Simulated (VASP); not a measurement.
# BiTe in VASP: further runs

BiTe is run at these levels: r2SCAN; tasks: single point.

All numbers are computed with VASP 6.6.1; they aren't measurements. Logs are shortened: lines on timing, memory, paths and dates and some standing lists are left out, and cuts for length are marked.

## Step 1: The cell of the first run

It takes space group P4/mmm (No. 123, tetragonal). Conventional cell: a = 3.904 Å, b = 3.904 Å, c = 3.865 Å, α = 90.00°, β = 90.00°, γ = 90.00°. Within 4.4 Å of Bi (site symmetry 4/mmm) lie 8 Te at 3.37 Å and 6 Bi at 3.87 to 3.90 Å. Te (site symmetry 4/mmm) has 8 Bi at 3.37 Å and 6 Te at 3.87 to 3.90 Å within 4.4 Å.

## Step 2: Single point, r2SCAN

Input file POSCAR:

```
BiTe
1.0
    3.8650913629      0.0000000000      0.0000000000
    0.0000000000      3.9041326898      0.0000000000
    0.0000000000      0.0000000000      3.9041326898
Bi Te
1 1
Direct
    0.0000000000      0.0000000000      0.0000000000
    0.5000000000      0.5000000000      0.5000000000
```

Input file INCAR.step1:

```
  PREC = Accurate
  ENCUT = 520
  ISMEAR = 0
  SIGMA = 0.05
  LREAL = False
  LASPH = True
  NELM = 60
  NBANDS = 18
  GGA = PE
  ALGO = Normal
  EDIFF = 1E-4
  LWAVE = True
  LCHARG = False
```

Input file INCAR.step2:

```
  PREC = Accurate
  ENCUT = 520
  EDIFF = 1E-7
  ISMEAR = 0
  SIGMA = 0.05
  LREAL = False
  LASPH = True
  NELM = 60
  ALGO = Normal
  ISIF = 2
  LWAVE = False
  LCHARG = True
  METAGGA = R2SCAN
  LMIXTAU = True
  LELF = True
  LVHAR = True
  NBANDS = 18
  ISTART = 1
```

Input file KPOINTS:

```
regular mesh
0
Gamma
  10 10 10
```

Potentials or basis: VASP PAW PBE potentials, release 64 (Bi_d, Te).

Command:

```bash
$ cat potpaw_PBE.64/Bi_d/POTCAR potpaw_PBE.64/Te/POTCAR > POTCAR
$ cp INCAR.step1 INCAR
$ mpirun -np 1 vasp_std > vasp.out
$ cp INCAR.step2 INCAR
$ mpirun -np 1 vasp_std > vasp.out
```

OUTCAR:

```text
PREC = Accurate
   ENCUT = 520
   EDIFF = 1E-7
   ISMEAR = 0
   LREAL = False
   LASPH = True
   NELM = 60
   ISIF = 2
   METAGGA = R2SCAN
   ISTART = 1

 ion  position               nearest neighbor table
   1  0.000  0.000  0.000-   2 3.37   2 3.37   2 3.37   2 3.37   2 3.37   2 3.37   2 3.37   2 3.37

   2  0.500  0.500  0.500-   1 3.37   1 3.37   1 3.37   1 3.37   1 3.37   1 3.37   1 3.37   1 3.37

  LATTYP: Found a simple tetragonal cell.
 ALAT       =     3.9041326898
 C/A-ratio  =     0.9900000000

  Lattice vectors:

 A1 = (   0.0000000000,   3.9041326898,   0.0000000000)
 A2 = (   0.0000000000,   0.0000000000,   3.9041326898)
 A3 = (   3.8650913629,   0.0000000000,   0.0000000000)

Analysis of symmetry for initial positions (statically):
=====================================================================
 Subroutine PRICEL returns:
 Original cell was already a primitive cell.

 Routine SETGRP: Setting up the symmetry group for a
 simple tetragonal supercell.

 Subroutine GETGRP returns: Found 16 space group operations
 (whereof 16 operations were pure point group operations)
 out of a pool of 16 trial point group operations.

The static configuration has the point symmetry D_4h.

Analysis of symmetry for dynamics (positions and initial velocities):
=====================================================================
 Subroutine PRICEL returns:
 Original cell was already a primitive cell.

 Routine SETGRP: Setting up the symmetry group for a
 simple tetragonal supercell.

 Subroutine GETGRP returns: Found 16 space group operations
 (whereof 16 operations were pure point group operations)
 out of a pool of 16 trial point group operations.

The dynamic configuration has the point symmetry D_4h.

 Subroutine INISYM returns: Found 16 space group operations
 (whereof 16 operations are pure point group operations),
 and found     1 'primitive' translations

----------------------------------------------------------------------------------------

                                     Primitive cell

  volume of cell :      58.9127

  direct lattice vectors                    reciprocal lattice vectors
     3.865091363  0.000000000  0.000000000     0.258726096  0.000000000  0.000000000
     0.000000000  3.904132690  0.000000000     0.000000000  0.256138835  0.000000000
     0.000000000  0.000000000  3.904132690     0.000000000  0.000000000  0.256138835

  length of vectors
     3.865091363  3.904132690  3.904132690     0.258726096  0.256138835  0.256138835

  position of ions in fractional coordinates (direct lattice)
     0.000000000  0.000000000  0.000000000
     0.500000000  0.500000000  0.500000000

  ion indices of the primitive-cell ions
   primitive index   ion index
                 1           1
                 2           2

----------------------------------------------------------------------------------------

 KPOINTS: regular mesh

Automatic generation of k-mesh.
 Grid dimensions read from file:
 generate k-points for:   10   10   10

 Generating k-lattice:

  Cartesian coordinates                     Fractional coordinates (reciprocal lattice)
     0.025872610  0.000000000  0.000000000     0.100000000  0.000000000  0.000000000
     0.000000000  0.025613884  0.000000000     0.000000000  0.100000000  0.000000000
     0.000000000  0.000000000  0.025613884     0.000000000  0.000000000  0.100000000

  Length of vectors
     0.025872610  0.025613884  0.025613884

  Shift w.r.t. Gamma in fractional coordinates (k-lattice)
     0.000000000  0.000000000  0.000000000

 Subroutine IBZKPT returns following result:
 ===========================================

 Found    126 irreducible k-points:

 Following reciprocal coordinates:
            Coordinates               Weight
  0.000000  0.000000  0.000000      1.000000
  0.100000  0.000000  0.000000      2.000000
  0.200000  0.000000  0.000000      2.000000
  0.300000  0.000000  0.000000      2.000000
  0.400000  0.000000  0.000000      2.000000
  0.500000  0.000000  0.000000      1.000000
[... 16 lines left out ...]
  0.400000  0.300000  0.000000      8.000000
  0.500000  0.300000  0.000000      4.000000
 [... further k-points ...]
   k-points           NKPTS =    126   k-points in BZ     NKDIM =    126   number of bands    NBANDS=     18
   number of dos      NEDOS =    301   number of ions     NIONS =      2
   total plane-waves  NPLWV =  27000
   dimension x,y,z NGX =    30 NGY =   30 NGZ =   30
   dimension x,y,z NGXF=    60 NGYF=   60 NGZF=   60
   ions per type =               1   1
   NGX,Y,Z   is equivalent  to a cutoff of  12.90, 12.77, 12.77 a.u.
   NGXF,Y,Z  is equivalent  to a cutoff of  25.81, 25.55, 25.55 a.u.
 SYSTEM =  unknown system
   PREC   = accura    normal or accurate (medium, high low for compatibility)
   ISTART =      1    job   : 0-new  1-cont  2-samecut
   ICHARG =      0    charge: 1-file 2-atom 10-const
   ISPIN  =      1    spin polarized calculation?
   LNONCOLLINEAR =      F non collinear calculations
   LSORBIT =      F    spin-orbit coupling
   LASPH  =      T    aspherical Exc in radial PAW
   ENCUT  =  520.0 eV  38.22 Ry    6.18 a.u.   7.19  7.26  7.26*2*pi/ulx,y,z
   NELM   =     60;   NELMIN=  2; NELMDL=  0     # of ELM steps
   EDIFF  = 0.1E-06   stopping-criterion for ELM
   LREAL  =      F    real-space projection
   EDIFFG = 0.1E-05   stopping-criterion for IOM
   NSW    =      0    number of steps for IOM
   IBRION =     -1    ionic relax: 0-MD 1-quasi-New 2-CG
   NFREE  =      0    steps in history (QN), initial steepest desc. (CG)
   ISIF   =      2    stress and relaxation
   ISYM   =      2    0-nonsym 1-usesym 2-fastsym
   POTIM  = 0.5000    time-step for ionic-motion
   TEBEG  =    0.0;   TEEND  =   0.0 temperature during run
   PSTRESS=    0.0 pullay stress
   NELECT =      21.0000    total number of electrons
   NUPDOWN=      -1.0000    fix difference up-down
   EMIN   =  10.00;   EMAX   =-10.00  energy-range for DOS
   EFERMI =   0.00;   METHOD = LEGACY
   ISMEAR =     0;   SIGMA  =   0.05  broadening in eV -4-tet -1-fermi 0-gaus
   EFERMI_NEDOS =   21; number of points for ismear=-14 and -15
   IALGO  =     38    algorithm
   IMIX   =      4    mixing-type and parameters
     AMIX     =   0.40;   BMIX     =  1.00
     AMIX_MAG =   1.60;   BMIX_MAG =  1.00
  volume/ion in A,a.u.               =      29.46       198.78
  Fermi-wavevector in a.u.,A,eV,Ry     =   1.160767  2.193531 18.332210  1.347379
  Thomas-Fermi vector in A             =   2.297346
   LORBIT       =      0    0 simple, 1 ext, 2 COOP (PROOUT), +10 PAW based schemes
   METAGGA = R2SCAN    functional components
   LHFCALC =     F    Hartree Fock is set to
   AEXX    =    0.0000 exact exchange contribution
   IVDW    =     0    specifies the selected vdW correction
   LEPSILON=     F    determine dielectric tensor
   LRPA    =     F    only Hartree local field effects (RPA)
 non-spin polarized calculation
 Gauss-broadening in eV      SIGMA  =   0.05
  energy-cutoff  :      520.00
  volume of cell :       58.91
 maximum number of plane-waves:      1612
 NGX is ok and might be reduce to    30
   NGX = 15   NGY = 15   NGZ = 15

 number of electron      20.9999988 magnetization

 Free energy of the ion-electron system (eV)
  ---------------------------------------------------
  ext. energy  EPLUGINS =         0.00000000
  ---------------------------------------------------
  free energy    TOTEN  =       -83.69939722 eV

  energy without entropy =      -83.69827084  energy(sigma->0) =      -83.69883403

 E-fermi :   8.1714     XC(G=0): -10.8338

 val. band max:        8.1650860129   @ k =   0.3000   0.3000   0.3000
 cond. band min:       8.1723790642   @ k =   0.5000   0.1000   0.1000
 fundamental gap:      0.0072930513
 Fermi energy:         8.1713958904

 k-point     1 :       0.0000    0.0000    0.0000
  band No.  band energies     occupation
      1     -16.0822      2.00000
      2     -16.0806      2.00000
      3     -16.0258      2.00000
      4     -16.0239      2.00000
      5     -16.0239      2.00000
      6      -6.3933      2.00000
[... 10 lines left out ...]
     17      18.8894      0.00000
     18      19.0620      0.00000

 k-point     2 :       0.1000    0.0000    0.0000
  band No.  band energies     occupation
      1     -16.0804      2.00000
      2     -16.0772      2.00000
      3     -16.0257      2.00000
      4     -16.0256      2.00000
      5     -16.0256      2.00000
      6      -6.2946      2.00000
[... 10 lines left out ...]
     17      18.5521      0.00000
     18      18.9123      0.00000

 k-point     3 :       0.2000    0.0000    0.0000
  band No.  band energies     occupation
      1     -16.0799      2.00000
      2     -16.0640      2.00000
      3     -16.0300      2.00000
      4     -16.0300      2.00000
      5     -16.0254      2.00000
      6      -6.0003      2.00000
[... 10 lines left out ...]
     17      18.3428      0.00000
     18      18.3428      0.00000

 k-point     4 :       0.3000    0.0000    0.0000
  band No.  band energies     occupation
      1     -16.0793      2.00000
      2     -16.0476      2.00000
      3     -16.0354      2.00000
      4     -16.0354      2.00000
      5     -16.0250      2.00000
      6      -5.5170      2.00000
[... 375 lines left out ...]
      4     -16.0336      2.00000
      5     -16.0310      2.00000
      6      -4.7208      2.00000
[... 10 lines left out ...]
     17      17.2905      0.00000
     18      18.1982      0.00000

 k-point    23 :       0.4000    0.3000    0.0000
  band No.  band energies     occupation
      1     -16.0606      2.00000
      2     -16.0540      2.00000
      3     -16.0379      2.00000
      4     -16.0339      2.00000
      5     -16.0196      2.00000
      6      -4.1400      2.00000
[... 10 lines left out ...]
     17      17.1344      0.00000
     18      18.1208      0.00000

 k-point    24 :       0.5000    0.3000    0.0000
  band No.  band energies     occupation
      1     -16.0598      2.00000
      2     -16.0561      2.00000
      3     -16.0394      2.00000
      4     -16.0336      2.00000
      5     -16.0150      2.00000
      6      -3.4985      2.00000
[... 10 lines left out ...]
     17      16.4473      0.00000
     18      18.3610      0.00000

 [... further k-points ...]

------------------------ aborting loop because EDIFF is reached ----------------------------------------

  FORCE on cell =-STRESS in cart. coord.  units (eV):
  Direction    XX          YY          ZZ          XY          YZ          ZX
  --------------------------------------------------------------------------------------
  -------------------------------------------------------------------------------------
  Total        0.4491943      0.1167010      0.1167010     -0.0000000      0.0000000     -0.0000000
  in kB       12.2161930      3.1737750      3.1737750     -0.0000000      0.0000000     -0.0000000
  external PRESSURE =       6.1879144 kB  Pullay stress =       0.0000000 kB

 VOLUME and BASIS-vectors are now :
 -----------------------------------------------------------------------------
  energy-cutoff  :      520.00
  volume of cell :       58.91
      direct lattice vectors                 reciprocal lattice vectors
     3.865091363  0.000000000  0.000000000     0.258726096  0.000000000  0.000000000
     0.000000000  3.904132690  0.000000000     0.000000000  0.256138835  0.000000000
     0.000000000  0.000000000  3.904132690     0.000000000  0.000000000  0.256138835

 POSITION                                       TOTAL-FORCE (eV/Angst)
 -----------------------------------------------------------------------------------
      0.00000      0.00000      0.00000         0.000000      0.000000      0.000000
      1.93255      1.95207      1.95207         0.000000      0.000000      0.000000
 -----------------------------------------------------------------------------------
    total drift:                               -0.000000     -0.000000     -0.000000

  FREE ENERGIE OF THE ION-ELECTRON SYSTEM (eV)
  ---------------------------------------------------
  free  energy   TOTEN  =       -83.6993972152 eV

  energy  without entropy=      -83.6982708445  energy(sigma->0) =      -83.69883403
```

Wall time 5.2 min (1 thread of AMD EPYC 7R13 (Zen 3), shared host); peak memory 0.24 GiB.

What came out:

```yaml
Free_energy: -83.6994 eV
Pressure: 0.6 GPa
Band_gap_on_the_k_mesh: zero (an odd number of electrons rules out a gap without spin polarisation)
```

Stress tensor (GPa, compression positive):
```
1.22 0.00 0.00
0.00 0.32 0.00
0.00 0.00 0.32
```

Caveat: the PAW data sets were made with another functional, which shifts forces and pressure a little; spin-orbit coupling is left out, which moves the levels of the heavy elements; an odd number of electrons without spin polarisation forces a metal; a magnetic or distorted state may lie lower.

## Step 3: Single point, r2SCAN (atom 2 (Te) moved 0.12 Å along z)

Input file POSCAR:

```
BiTe
1.0
    3.9041326898      0.0000000000      0.0000000000
    0.0000000000      3.9041326898      0.0000000000
    0.0000000000      0.0000000000      3.9041326898
Bi Te
1 1
Direct
    0.0000000000      0.0000000000      0.0000000000
    0.5000000000      0.5000000000      0.5307366602
```

Input file INCAR.step1:

```
SYSTEM = BiTe
PREC = Accurate ; ENCUT = 520
ISMEAR = 0 ; SIGMA = 0.05
LREAL = .FALSE. ; LASPH = .TRUE.
NELM = 100 ; NBANDS = 18
GGA = PE ; ALGO = Normal
EDIFF = 1E-4 ; LWAVE = .TRUE.
LCHARG = .FALSE.
```

Input file INCAR.step2:

```
SYSTEM = BiTe
PREC = Accurate ; ENCUT = 520
EDIFF = 1E-6 ; ISMEAR = 0
SIGMA = 0.05 ; LREAL = .FALSE.
LASPH = .TRUE. ; NELM = 100
ALGO = Normal ; ISIF = 2
LWAVE = .FALSE. ; LCHARG = .FALSE.
METAGGA = R2SCAN ; LMIXTAU = .TRUE.
NBANDS = 18 ; ISTART = 1
```

Input file KPOINTS:

```
Automatic mesh
0
G
  10 10 10
  0 0 0
```

Potentials or basis: VASP PAW PBE potentials, release 64 (Bi_d, Te).

Command:

```bash
$ cat potpaw_PBE.64/Bi_d/POTCAR potpaw_PBE.64/Te/POTCAR > POTCAR
$ cp INCAR.step1 INCAR
$ mpirun -np 1 vasp_std > vasp.out
$ cp INCAR.step2 INCAR
$ mpirun -np 1 vasp_std > vasp.out
```

Run time: 4.5 min. Hardware: 1 thread of AMD EPYC 7R13 (Zen 3), shared host; peak memory 0.24 GiB.

Results (log left out):

* Free energy: -83.7048 eV
* Pressure: 0.2 GPa
* Largest force: 0.041 eV/Å
* Band gap on the k mesh: zero (an odd number of electrons rules out a gap without spin polarisation)

Forces in eV/Å, atoms in the order of the input:
```
Bi   0.000  0.000 -0.041
Te   0.000  0.000  0.041
```

Stress tensor (GPa, compression positive):
```
0.11 0.00 0.00
0.00 0.11 0.00
0.00 0.00 0.36
```

Levels at points of the mesh, in eV from the Fermi level:
```tsv
k point	band 7	band 8	band 9	band 10	band 11	band 12	band 13	band 14
(0.00, 0.00, 0.00)	-8.93	-2.93	-2.93	-2.89	3.09	3.42	4.12	4.12
(0.50, 0.00, 0.00)	-12.26	-2.02	-1.26	-0.97	-0.75	0.51	0.56	5.11
(0.00, 0.00, 0.50)	-11.92	-2.05	-1.05	-1.05	-1.04	0.62	0.62	5.08
(0.50, 0.50, 0.00)	-11.28	-6.02	-6.02	-0.45	1.57	2.76	2.76	5.97
(0.00, 0.50, 0.50)	-11.29	-5.99	-5.99	-0.47	1.55	2.72	2.73	5.98
(0.50, 0.50, 0.50)	-10.62	-3.76	-3.76	-3.59	-2.81	-2.64	-2.64	14.26
```

Caveat: the cell differs from its parent crystal (atom 2 (Te) moved 0.12 Å along z); the PAW data sets were made with another functional, which shifts forces and pressure a little; spin-orbit coupling is left out, which moves the levels of the heavy elements; an odd number of electrons without spin polarisation forces a metal; a magnetic or distorted state may lie lower.

The gap in the log of VASP goes by the Fermi energy; the results here count the filled bands.